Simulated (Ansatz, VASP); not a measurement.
## Al3BAs2: VASP beside Ansatz

The input INCAR:

```
SYSTEM = Al3BAs2
ALGO = Normal
EDIFF = 1E-6
EDIFFG = -0.04
ENCUT = 600
GGA = PE
IBRION = 2
ISIF = 3
ISMEAR = 0
LASPH = .True.
LCHARG = .False.
LREAL = .False.
LWAVE = .False.
NELM = 60
NSW = 90
PREC = Accurate
SIGMA = 0.1
```

Contents of KPOINTS:

```
k-points
0
Gamma
  4 4 4
  0 0 0
```

The input POSCAR:

```
Al3BAs2
1.0
    3.9306563400      0.0000000000      0.0000000000
    0.0000000000      3.9306563400      0.0000000000
    0.0000000000      0.0000000000      7.4426780300
Al B As
3 1 2
Direct
    0.0000000000      0.5000000000      0.6816478300
    0.5000000000      0.0000000000      0.3183521700
    0.5000000000      0.5000000000      0.0000000000
    0.0000000000      0.0000000000      0.5000000000
    0.5000000000      0.5000000000      0.6619304400
    0.5000000000      0.5000000000      0.3380695600
```

Input for Ansatz:

```yaml
crystal:
  lattice:
    - [3.93065634, 0.0, 0.0]
    - [0.0, 3.93065634, 0.0]
    - [0.0, 0.0, 7.44267803]
  atoms:
    - { symbol: Al, position: [0.0, 0.5, 0.68164783] }
    - { symbol: Al, position: [0.5, 0.0, 0.31835217] }
    - { symbol: Al, position: [0.5, 0.5, 0.0] }
    - { symbol: B, position: [0.0, 0.0, 0.5] }
    - { symbol: As, position: [0.5, 0.5, 0.66193044] }
    - { symbol: As, position: [0.5, 0.5, 0.33806956] }
basis:
  ecutwfc: 420
kpoints:
  mp_grid: { grid: [4, 4, 4] }
hamiltonian:
  xc: pbe
scf:
  occupations: { method: gaussian, width: 0.1 }
  lower_state_search: "off"
output:
  forces: true
  stress: true
  eigenvalues: true
relax:
  adjacent_minimum: "off"
  f_tol: 0.04
  max_steps: 70
  cell: { stress_tol: 0.4 }
```

Alike in both runs: task relaxation of cell and atoms; functional PBE; k mesh 4 × 4 × 4; occupations gaussian, width 0.1 eV; no spin polarisation.

|  | VASP | Ansatz |
| --- | --- | --- |
| version | VASP 6.6.1 | Ansatz 0.2.0 |
| potentials or method | VASP PAW PBE potentials, release 64 (Al, B, As), cutoff 600 eV | scalar-relativistic, plane waves, PAW |
| valence electrons in the cell | 22 | 42 |

Ansatz gave:

| Property | Result |
| --- | --- |
| gap on the k mesh at the Fermi level, each at its own relaxed structure (eV) | none |
| relaxed volume (Å³/atom) | 23.91 |
| relaxed cell length with the largest relative difference (Å) | 9.444 |

**Question.** Which values does VASP return?

**Answer.** gap on the k mesh at the Fermi level, each at its own relaxed structure (eV): none; relaxed volume (Å³/atom): 23.83; relaxed cell length with the largest relative difference (Å): 9.483.

A gap of «none» marks a metal or a gap that the smearing closes. VASP's potentials hold 22 valence electrons a cell and Ansatz's 42, so a difference there can come from the potentials and not from the codes.

The k mesh is coarse, so the values compare programs but aren't converged. Noted on VASP's run: the volume moved by over 15 % at a fixed basis, so the end points are rough.
